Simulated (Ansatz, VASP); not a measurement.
# Al in VASP and in Ansatz

Contents of INCAR:

```
SYSTEM = Al
PREC     = Accurate       ! precision mode
ENCUT    = 520            ! plane-wave cutoff, eV
EDIFF    = 1E-6           ! SCF threshold, eV
ISMEAR   = -1             ! smearing method
SIGMA    = 0.05           ! smearing width, eV
LREAL    = .FALSE.        ! projectors in reciprocal space
LASPH    = .TRUE.         ! aspherical terms in the spheres
NELM     = 100            ! most SCF steps
ALGO     = Normal         ! electronic algorithm
ISIF     = 2              ! what is computed and relaxed
LWAVE    = .FALSE.        ! write WAVECAR
LCHARG   = .FALSE.        ! write CHGCAR
GGA      = CA             ! functional
NBANDS   = 14             ! bands
```

KPOINTS

```
Automatic mesh
0
G
  11 11 3
  0 0 0
```

POSCAR

```
Al
1.0
    2.8457999342      0.0000000000      0.0000000000
   -1.4228999671      2.4645350371      0.0000000000
    0.0000000000      0.0000000000      9.2468292341
Al
4
Direct
    0.6666666667      0.3333333333      0.7500000000
    0.0000000000      0.0000000000      0.5000000000
    0.3333333333      0.6666666667      0.2500000000
    0.0000000000      0.0000000000      0.0000000000
```

Contents of input.yaml:

```yaml
crystal:
  lattice:
    - [2.8457999342, 0.0, 0.0]
    - [-1.4228999671, 2.4645350371, 0.0]
    - [0.0, 0.0, 9.2468292341]
  atoms:
    - { symbol: Al, position: [0.6666666667, 0.3333333333, 0.75] }
    - { symbol: Al, position: [0.0, 0.0, 0.5] }
    - { symbol: Al, position: [0.3333333333, 0.6666666667, 0.25] }
    - { symbol: Al, position: [0.0, 0.0, 0.0] }
hamiltonian:
  xc: lda
  pseudopotentials: { kind: paw }
kpoints:
  mp_grid: { grid: [11, 11, 3] }
scf:
  occupations: { method: fermi_dirac, width: 0.05 }
output:
  forces: true
  stress: true
  eigenvalues: true
  write_density: true
  write_potential: true
  elf: true
  volumetric_format: npy
```

Alike in both runs: task single point; functional LDA; k mesh 11 × 11 × 3; occupations fermi-dirac, width 0.05 eV; no spin polarisation.

|  | VASP | Ansatz |
| --- | --- | --- |
| version | VASP 6.6.1 | Ansatz 0.2.0 |
| potentials or method | VASP PAW LDA potentials, release 64 (Al) | Ansatz PAW |
| plane-wave cutoff (eV) | 520 | 420 |
| valence electrons in the cell | 12 | 12 |

```tsv
	VASP	Ansatz	Ansatz less VASP
gap on the k mesh at the Fermi level (eV)	none	none	-
pressure (GPa)	-1.5	-1.6	-0.06
traceless stress, the component that is largest in VASP (GPa)	1.21	1.20	-0.017
```

LDA's correlation is that of Perdew and Zunger in VASP and of Perdew and Wang (1992) in Ansatz. A gap of «none» marks a metal or a gap that the smearing closes.
